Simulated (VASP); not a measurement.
Wanted: the native input for a VASP 6.6.1 run.

```yaml
Task: single point
Functional: PBE
Potentials_or_basis: VASP PAW PBE potentials, release 64 (Mg, O)
Cutoff: 520 eV
k_mesh: 9 × 9 × 6
Occupations: gaussian, width 0.05 eV
Spin: no spin polarisation
Dipole_correction: no
Further_INCAR_settings: ALGO = Normal; EDIFF = 1e-06; NBANDS = 16
```

The structure of MgO lies in POSCAR:

```
MgO
1.0
    3.4390937518      0.0000000000      0.0000000000
   -1.7195468759      2.9783425551      0.0000000000
    0.0000000000      0.0000000000      4.4373615866
Mg O
2 2
Direct
    0.6750787713      0.3333333333      0.7500000000
    0.3417454380      0.6666666667      0.2500000000
    0.6538873553      0.3333333333      0.2500000000
    0.3205540219      0.6666666667      0.7500000000
```

This cell differs from its parent crystal: mode 8 frozen in at -0.045 Å, strain +e along z and -e/2 along x and y +0.0467.

The input as run:

INCAR

```
PREC = Accurate
ENCUT = 520
EDIFF = 1E-6
ISMEAR = 0
SIGMA = 0.05
LREAL = F
LASPH = T
NELM = 60
ALGO = Normal
ISIF = 2
LWAVE = F
LCHARG = F
GGA = PE
NBANDS = 16
```

KPOINTS

```
Automatic mesh
0
Gamma
  9 9 6
```

Potentials or basis: VASP PAW PBE potentials, release 64 (Mg, O).

Command:

```bash
$ cat potpaw_PBE.64/Mg/POTCAR potpaw_PBE.64/O/POTCAR > POTCAR
$ mpirun -np 1 vasp_std > vasp.out
```

Results of the run:

```json
{"Pressure": "1.1 GPa", "Largest force": "0.787 eV/Å", "Band gap on the k mesh": "3.17 eV, direct"}
```

Caveat: the cell differs from its parent crystal (mode 8 frozen in at -0.045 Å, strain +e along z and -e/2 along x and y +0.0467).

Wall time 81 s on 1 thread of Intel Xeon 8259CL (shared host), peak memory 0.22 GiB.
